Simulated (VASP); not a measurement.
# Ir (I4/mmm) in VASP: a series of runs, part 2 of 3

VASP 6.6.1. Earlier steps stand in the parts before.

### Step 4. Single point, PBEsol (strain +0.000 along x and y, +0.050 along z)

File INCAR:

```
PREC     = Accurate       # precision mode
ENCUT    = 520            # plane-wave cutoff, eV
EDIFF    = 1E-7           # SCF threshold, eV
ISMEAR   = 0              # smearing method
SIGMA    = 0.15           # smearing width, eV
LREAL    = F              # projectors in reciprocal space
LASPH    = T              # aspherical terms in the spheres
NELM     = 80             # most SCF steps
ALGO     = Normal         # electronic algorithm
ISIF     = 2              # what is computed and relaxed
LWAVE    = F              # write WAVECAR
LCHARG   = T              # write CHGCAR
GGA      = PS             # functional
LELF     = T              # ELF
LVHAR    = T            
NBANDS   = 10             # bands
```

File KPOINTS:

```
regular mesh
0
Gamma
  22 22 22
```

File POSCAR:

```
Ir
1.0
    0.0000000000      1.9197000000      2.0156850000
    1.9197000000      0.0000000000      2.0156850000
    1.9197000000      1.9197000000      0.0000000000
Ir
1
Direct
    0.0000000000      0.0000000000      0.0000000000
```

Potentials or basis: VASP PAW PBE potentials, release 64 (Ir).

On the command line:

```console
> cat potpaw_PBE.64/Ir/POTCAR > POTCAR
> mpirun -np 1 vasp_std > vasp.out
```

OUTCAR:

```text
PREC = Accurate
   ENCUT = 520
   EDIFF = 1E-7
   ISMEAR = 0
   LREAL = F
   LASPH = T
   NELM = 80
   ISIF = 2
   GGA = PS

 ion  position               nearest neighbor table
   1  0.000  0.000  0.000-

  LATTYP: Found a body centered tetragonal cell.
 ALAT       =     2.7148657757
 C/A-ratio  =     1.4849242405

  Lattice vectors:

 A1 = (  -1.9197000000,   0.0000000000,   2.0156850000)
 A2 = (   1.9197000000,   0.0000000000,   2.0156850000)
 A3 = (   0.0000000000,   1.9197000000,  -2.0156850000)

Analysis of symmetry for initial positions (statically):
=====================================================================
 Subroutine PRICEL returns:
 Original cell was already a primitive cell.

 Routine SETGRP: Setting up the symmetry group for a
 body centered tetragonal supercell.

 Subroutine GETGRP returns: Found 16 space group operations
 (whereof 16 operations were pure point group operations)
 out of a pool of 16 trial point group operations.

The static configuration has the point symmetry D_4h.

Analysis of symmetry for dynamics (positions and initial velocities):
=====================================================================
 Subroutine PRICEL returns:
 Original cell was already a primitive cell.

 Routine SETGRP: Setting up the symmetry group for a
 body centered tetragonal supercell.

 Subroutine GETGRP returns: Found 16 space group operations
 (whereof 16 operations were pure point group operations)
 out of a pool of 16 trial point group operations.

The dynamic configuration has the point symmetry D_4h.

 Subroutine INISYM returns: Found 16 space group operations
 (whereof 16 operations are pure point group operations),
 and found     1 'primitive' translations

----------------------------------------------------------------------------------------

                                     Primitive cell

  volume of cell :      14.8566

  direct lattice vectors                    reciprocal lattice vectors
     0.000000000  1.919700000  2.015685000    -0.260457363  0.260457363  0.248054632
     1.919700000  0.000000000  2.015685000     0.260457363 -0.260457363  0.248054632
     1.919700000  1.919700000  0.000000000     0.260457363  0.260457363 -0.248054632

  length of vectors
     2.783565000  2.783565000  2.714865776     0.444080146  0.444080146  0.444080146

  position of ions in fractional coordinates (direct lattice)
     0.000000000  0.000000000  0.000000000

  ion indices of the primitive-cell ions
   primitive index   ion index
                 1           1

----------------------------------------------------------------------------------------

 KPOINTS: regular mesh

Automatic generation of k-mesh.
 Grid dimensions read from file:
 generate k-points for:   22   22   22

 Generating k-lattice:

  Cartesian coordinates                     Fractional coordinates (reciprocal lattice)
    -0.011838971  0.011838971  0.011275211     0.045454545  0.000000000  0.000000000
     0.011838971 -0.011838971  0.011275211     0.000000000  0.045454545  0.000000000
     0.011838971  0.011838971 -0.011275211     0.000000000  0.000000000  0.045454545

  Length of vectors
     0.020185461  0.020185461  0.020185461

  Shift w.r.t. Gamma in fractional coordinates (k-lattice)
     0.000000000  0.000000000  0.000000000

 Subroutine IBZKPT returns following result:
 ===========================================

 Found    834 irreducible k-points:

 Following reciprocal coordinates:
            Coordinates               Weight
  0.000000  0.000000  0.000000      1.000000
  0.045455  0.000000  0.000000      8.000000
  0.090909  0.000000  0.000000      8.000000
  0.136364  0.000000  0.000000      8.000000
  0.181818  0.000000  0.000000      8.000000
  0.227273 -0.000000  0.000000      8.000000
[... 16 lines left out ...]
  0.500000  0.045455  0.000000      8.000000
 -0.454545  0.045455  0.000000      8.000000
 [... further k-points ...]
   k-points           NKPTS =    834   k-points in BZ     NKDIM =    834   number of bands    NBANDS=     10
   number of dos      NEDOS =    301   number of ions     NIONS =      1
   total plane-waves  NPLWV =  11520
   dimension x,y,z NGX =    24 NGY =   24 NGZ =   20
   dimension x,y,z NGXF=    48 NGYF=   48 NGZF=   40
   ions per type =               1
   NGX,Y,Z   is equivalent  to a cutoff of  14.33, 14.33, 12.25 a.u.
   NGXF,Y,Z  is equivalent  to a cutoff of  28.67, 28.67, 24.49 a.u.
 SYSTEM =  unknown system
   PREC   = accura    normal or accurate (medium, high low for compatibility)
   ISTART =      0    job   : 0-new  1-cont  2-samecut
   ICHARG =      2    charge: 1-file 2-atom 10-const
   ISPIN  =      1    spin polarized calculation?
   LNONCOLLINEAR =      F non collinear calculations
   LSORBIT =      F    spin-orbit coupling
   LASPH  =      T    aspherical Exc in radial PAW
   ENCUT  =  520.0 eV  38.22 Ry    6.18 a.u.   5.18  5.18  5.05*2*pi/ulx,y,z
   NELM   =     80;   NELMIN=  2; NELMDL= -5     # of ELM steps
   EDIFF  = 0.1E-06   stopping-criterion for ELM
   LREAL  =      F    real-space projection
   EDIFFG = 0.1E-05   stopping-criterion for IOM
   NSW    =      0    number of steps for IOM
   IBRION =     -1    ionic relax: 0-MD 1-quasi-New 2-CG
   NFREE  =      0    steps in history (QN), initial steepest desc. (CG)
   ISIF   =      2    stress and relaxation
   ISYM   =      2    0-nonsym 1-usesym 2-fastsym
   POTIM  = 0.5000    time-step for ionic-motion
   TEBEG  =    0.0;   TEEND  =   0.0 temperature during run
   PSTRESS=    0.0 pullay stress
   NELECT =       9.0000    total number of electrons
   NUPDOWN=      -1.0000    fix difference up-down
   EMIN   =  10.00;   EMAX   =-10.00  energy-range for DOS
   EFERMI =   0.00;   METHOD = LEGACY
   ISMEAR =     0;   SIGMA  =   0.15  broadening in eV -4-tet -1-fermi 0-gaus
   EFERMI_NEDOS =   21; number of points for ismear=-14 and -15
   IALGO  =     38    algorithm
   IMIX   =      4    mixing-type and parameters
     AMIX     =   0.40;   BMIX     =  1.00
     AMIX_MAG =   1.60;   BMIX_MAG =  1.00
  volume/ion in A,a.u.               =      14.86       100.26
  Fermi-wavevector in a.u.,A,eV,Ry     =   1.385211  2.617669 26.106981  1.918809
  Thomas-Fermi vector in A             =   2.509642
   LORBIT       =      0    0 simple, 1 ext, 2 COOP (PROOUT), +10 PAW based schemes
   GGA     = PS    functional components
   LHFCALC =     F    Hartree Fock is set to
   AEXX    =    0.0000 exact exchange contribution
   IVDW    =     0    specifies the selected vdW correction
   LEPSILON=     F    determine dielectric tensor
   LRPA    =     F    only Hartree local field effects (RPA)
 non-spin polarized calculation
 Gauss-broadening in eV      SIGMA  =   0.15
  energy-cutoff  :      520.00
  volume of cell :       14.86
 maximum number of plane-waves:       412
 NGX is ok and might be reduce to    24
   NGX = 11   NGY = 11   NGZ = 11

 number of electron       9.0000000 magnetization

 Free energy of the ion-electron system (eV)
  ---------------------------------------------------
  ext. energy  EPLUGINS =         0.00000000
  ---------------------------------------------------
  free energy    TOTEN  =        -9.75244491 eV

  energy without entropy =       -9.73953138  energy(sigma->0) =       -9.74598815

 E-fermi :   9.3829     XC(G=0): -13.8150

 val. band max:        9.3823540953   @ k =   0.4545   0.0909   0.3182
 cond. band min:       9.3859666420   @ k =   0.3636   0.1818   0.0000
 fundamental gap:      0.0036125467
 Fermi energy:         9.3828965436

 k-point     1 :       0.0000    0.0000    0.0000
  band No.  band energies     occupation
      1      -1.2520      2.00000
      2       5.3957      2.00000
      3       6.0165      2.00000
      4       6.0165      2.00000
      5       7.8837      2.00000
      6       8.6977      2.00000
      7      23.8601      0.00000
      8      28.1899      0.00000
      9      29.5822      0.00000
     10      29.5822      0.00000
[... 287 lines left out ...]
 k-point    24 :      -0.4545    0.0455    0.0000
  band No.  band energies     occupation
      1       1.8567      2.00000
      2       5.3704      2.00000
      3       6.0909      2.00000
      4       8.2330      2.00000
      5       9.9754      0.00000
      6      10.8138      0.00000
      7      16.3296      0.00000
      8      23.4295      0.00000
      9      28.1448      0.00000
     10      29.3906      0.00000

 [... further k-points ...]

------------------------ aborting loop because EDIFF is reached ----------------------------------------

  FORCE on cell =-STRESS in cart. coord.  units (eV):
  Direction    XX          YY          ZZ          XY          YZ          ZX
  --------------------------------------------------------------------------------------
  -------------------------------------------------------------------------------------
  Total       -1.1216818     -1.1216818     -2.6192322      0.0000000      0.0000000      0.0000000
  in kB     -120.9653144   -120.9653144   -282.4653592      0.0000000      0.0000000      0.0000000
  external PRESSURE =    -174.7986626 kB  Pullay stress =       0.0000000 kB

 VOLUME and BASIS-vectors are now :
 -----------------------------------------------------------------------------
  energy-cutoff  :      520.00
  volume of cell :       14.86
      direct lattice vectors                 reciprocal lattice vectors
     0.000000000  1.919700000  2.015685000    -0.260457363  0.260457363  0.248054632
     1.919700000  0.000000000  2.015685000     0.260457363 -0.260457363  0.248054632
     1.919700000  1.919700000  0.000000000     0.260457363  0.260457363 -0.248054632

 POSITION                                       TOTAL-FORCE (eV/Angst)
 -----------------------------------------------------------------------------------
      0.00000      0.00000      0.00000         0.000000     -0.000000      0.000000
 -----------------------------------------------------------------------------------
    total drift:                               -0.000000     -0.000000     -0.000000

  FREE ENERGIE OF THE ION-ELECTRON SYSTEM (eV)
  ---------------------------------------------------
  free  energy   TOTEN  =        -9.7524449097 eV

  energy  without entropy=       -9.7395313833  energy(sigma->0) =       -9.74598815
```

Run time: 68 s. Hardware: 1 thread of AMD EPYC 9R45 (Zen 5), shared host; peak memory 0.22 GiB.

What came out:

```
Free energy            : -9.7524 eV
Pressure               : -17.5 GPa
Band gap on the k mesh : zero (an odd number of electrons rules out a gap without spin polarisation)
```

Levels at points of the mesh, in eV from the Fermi level:
```tsv
k point	band 2	band 3	band 4	band 5	band 6	band 7
(0.00, 0.00, 0.00)	-3.99	-3.37	-3.37	-1.50	-0.69	14.48
(0.50, 0.00, 0.00)	-3.98	-3.35	-0.65	0.70	1.00	6.80
(0.50, 0.50, 0.00)	-6.79	0.89	1.05	1.33	1.33	9.00
(0.50, 0.00, 0.50)	-6.81	0.77	1.07	1.70	2.03	10.29
```

Caveat: the cell differs from its parent crystal (strain +0.000 along x and y, +0.050 along z); the cell stands under tension; the PAW data sets were made with another functional, which shifts forces and pressure a little; spin-orbit coupling is left out, which moves the levels of the heavy elements.

[end of part 2 of 3]
